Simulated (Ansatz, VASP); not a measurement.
## Hg: VASP beside Ansatz

```
Hg
1.0
     3.00575    0.00000    0.00000
     0.00000    3.00575    0.00000
     0.00000    0.00000    3.00575
Hg
1
Direct
  0.00000 0.00000 0.00000
```

Alike in both runs: task single point; functional LDA; k mesh 18 × 18 × 18; occupations fermi-dirac, width 0.1 eV; no spin polarisation.

```csv
,VASP,Ansatz
version,VASP 6.6.1,Ansatz 0.2.0
potentials or method,"VASP PAW LDA potentials, release 64 (Hg), cutoff 520 eV","plane waves (420 eV) with PAW, scalar-relativistic"
valence electrons in the cell,12,20
```

|  | VASP | Ansatz | Ansatz less VASP |
| --- | --- | --- | --- |
| pressure (GPa) | -3.7 | -4.1 | -0.38 |

Ansatz warns that its potentials were made for another functional, while VASP's fit it. LDA's correlation is that of Perdew and Zunger in VASP and of Perdew and Wang (1992) in Ansatz. VASP's potentials hold 12 valence electrons a cell and Ansatz's 20, so a difference there can come from the potentials and not from the codes.

Neither program's run includes spin-orbit coupling.
